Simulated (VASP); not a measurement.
# AgI (P6_3mc) in VASP: further runs, part 2 of 2

VASP 6.6.1.

## 3. Single point, LDA (in-plane strain +0.005, then relaxed in part)

File INCAR:

```
SYSTEM = AgI
  ALGO = Normal
  EDIFF = 1E-6
  ENCUT = 500
  GGA = CA
  GGA_COMPAT = .FALSE.
  ISIF = 2
  ISMEAR = 0
  LASPH = .TRUE.
  LCHARG = .FALSE.
  LREAL = .FALSE.
  LWAVE = .FALSE.
  NBANDS = 26
  NELM = 120
  PREC = Accurate
  SIGMA = 0.01
```

File KPOINTS:

```
k-points
0
G
  6 6 4
  0 0 0
```

File POSCAR:

```
AgI
1.0
    4.5074146399      0.0000000000      0.0000000000
   -2.2537073199      3.9035355835      0.0000000000
    0.0000000000      0.0000000000      7.2962532796
Ag I
2 2
Direct
    0.6666666667      0.3333333333      0.6262258418
    0.3333333333      0.6666666667      0.1262258418
    0.6666666667      0.3333333333      0.0037741582
    0.3333333333      0.6666666667      0.5037741582
```

Potentials or basis: VASP PAW LDA potentials, release 64 (Ag, I).

Run with:

```
cat potpaw_LDA.64/Ag/POTCAR potpaw_LDA.64/I/POTCAR > POTCAR
mpirun -np 1 vasp_std > vasp.out
```

OUTCAR:

```text
SYSTEM = AgI
   EDIFF = 1E-6
   ENCUT = 500
   GGA = CA
   ISIF = 2
   ISMEAR = 0
   LASPH = .TRUE.
   LREAL = .FALSE.
   NELM = 120
   PREC = Accurate

 ion  position               nearest neighbor table
   1  0.667  0.333  0.626-   4 2.75   4 2.75   4 2.75   3 2.75
   2  0.333  0.667  0.126-   3 2.75   3 2.75   3 2.75   4 2.75
   3  0.667  0.333  0.004-   2 2.75   2 2.75   2 2.75   1 2.75
   4  0.333  0.667  0.504-   1 2.75   1 2.75   1 2.75   2 2.75

  LATTYP: Found a hexagonal cell.
 ALAT       =     4.5074146399
 C/A-ratio  =     1.6187224523

  Lattice vectors:

 A1 = (   4.5074146399,   0.0000000000,   0.0000000000)
 A2 = (  -2.2537073199,   3.9035355835,   0.0000000000)
 A3 = (   0.0000000000,   0.0000000000,   7.2962532796)

Analysis of symmetry for initial positions (statically):
=====================================================================
 Subroutine PRICEL returns:
 Original cell was already a primitive cell.

 Routine SETGRP: Setting up the symmetry group for a
 hexagonal supercell.

 Subroutine GETGRP returns: Found 12 space group operations
 (whereof  6 operations were pure point group operations)
 out of a pool of 24 trial point group operations.

The static configuration has the point symmetry C_3v.
 The point group associated with its full space group is C_6v.

Analysis of symmetry for dynamics (positions and initial velocities):
=====================================================================
 Subroutine PRICEL returns:
 Original cell was already a primitive cell.

 Routine SETGRP: Setting up the symmetry group for a
 hexagonal supercell.

 Subroutine GETGRP returns: Found 12 space group operations
[... 116 lines left out ...]
   NUPDOWN=      -1.0000    fix difference up-down
   EMIN   =  10.00;   EMAX   =-10.00  energy-range for DOS
   EFERMI =   0.00;   METHOD = LEGACY
   ISMEAR =     0;   SIGMA  =   0.01  broadening in eV -4-tet -1-fermi 0-gaus
   EFERMI_NEDOS =   21; number of points for ismear=-14 and -15
   IALGO  =     38    algorithm
   IMIX   =      4    mixing-type and parameters
     AMIX     =   0.40;   BMIX     =  1.00
     AMIX_MAG =   1.60;   BMIX_MAG =  1.00
  volume/ion in A,a.u.               =      32.09       216.58
  Fermi-wavevector in a.u.,A,eV,Ry     =   1.071553  2.024942 15.622572  1.148227
  Thomas-Fermi vector in A             =   2.207297
   LORBIT       =      0    0 simple, 1 ext, 2 COOP (PROOUT), +10 PAW based schemes
   GGA     = CA    functional components
   LHFCALC =     F    Hartree Fock is set to
   AEXX    =    0.0000 exact exchange contribution
   IVDW    =     0    specifies the selected vdW correction
   LEPSILON=     F    determine dielectric tensor
   LRPA    =     F    only Hartree local field effects (RPA)
 non-spin polarized calculation
 Gauss-broadening in eV      SIGMA  =   0.01
  energy-cutoff  :      500.00
  volume of cell :      128.38
 maximum number of plane-waves:      3297
 NGX is ok and might be reduce to    36
   NGX = 17   NGY = 17   NGZ = 27

 number of electron      36.0000000 magnetization

 Free energy of the ion-electron system (eV)
  ---------------------------------------------------
  ext. energy  EPLUGINS =         0.00000000
  ---------------------------------------------------
  free energy    TOTEN  =       -12.24428786 eV

  energy without entropy =      -12.24428786  energy(sigma->0) =      -12.24428786

 E-fermi :   3.7318     XC(G=0):  -9.1392

 val. band max:        3.6675502321   @ k =   0.0000   0.0000   0.0000
 cond. band min:       4.8017534022   @ k =   0.0000   0.0000   0.0000
 fundamental gap:      1.1342031701
 Fermi energy:         3.7317964195

 k-point     1 :       0.0000    0.0000    0.0000
  band No.  band energies     occupation
      1      -9.5684      2.00000
      2      -9.2063      2.00000
      3      -0.9853      2.00000
      4      -0.9853      2.00000
      5      -0.9590      2.00000
      6      -0.9517      2.00000
[... 598 lines left out ...]
     25      11.6931      0.00000
     26      11.6931      0.00000

------------------------ aborting loop because EDIFF is reached ----------------------------------------

  FORCE on cell =-STRESS in cart. coord.  units (eV):
  Direction    XX          YY          ZZ          XY          YZ          ZX
  --------------------------------------------------------------------------------------
  -------------------------------------------------------------------------------------
  Total       -0.1719680     -0.1719680      0.0200700     -0.0000000      0.0000000      0.0000000
  in kB       -2.1462120     -2.1462120      0.2504796     -0.0000000      0.0000000      0.0000000
  external PRESSURE =      -1.3473148 kB  Pullay stress =       0.0000000 kB

 VOLUME and BASIS-vectors are now :
 -----------------------------------------------------------------------------
  energy-cutoff  :      500.00
  volume of cell :      128.38
      direct lattice vectors                 reciprocal lattice vectors
     4.507414640  0.000000000  0.000000000     0.221856669  0.128089008  0.000000000
    -2.253707320  3.903535584  0.000000000     0.000000000  0.256178016  0.000000000
     0.000000000  0.000000000  7.296253280     0.000000000  0.000000000  0.137056646

 POSITION                                       TOTAL-FORCE (eV/Angst)
 -----------------------------------------------------------------------------------
      2.25371      1.30118      4.56910         0.000000     -0.000000     -0.000645
     -0.00000      2.60236      0.92098        -0.000000      0.000000     -0.000645
      2.25371      1.30118      0.02754         0.000000     -0.000000      0.000645
     -0.00000      2.60236      3.67566        -0.000000      0.000000      0.000645
 -----------------------------------------------------------------------------------
    total drift:                               -0.000000      0.000000     -0.001006

  FREE ENERGIE OF THE ION-ELECTRON SYSTEM (eV)
  ---------------------------------------------------
  free  energy   TOTEN  =       -12.2442878563 eV

  energy  without entropy=      -12.2442878563  energy(sigma->0) =      -12.24428786
```

Wall time 28 s (1 thread of Intel Xeon 6975P-C (Granite Rapids), shared host); peak memory 0.23 GiB.

What came out:

* Free energy: -12.2443 eV
* Pressure: -0.1 GPa
* Band gap on the k mesh: 1.13 eV

Stress tensor (GPa, compression positive):
```
-0.21  0.00  0.00
 0.00 -0.21  0.00
 0.00  0.00  0.03
```

Caveat: the cell differs from its parent crystal (in-plane strain +0.005, then relaxed in part); spin-orbit coupling is left out, which moves the levels of the heavy elements.
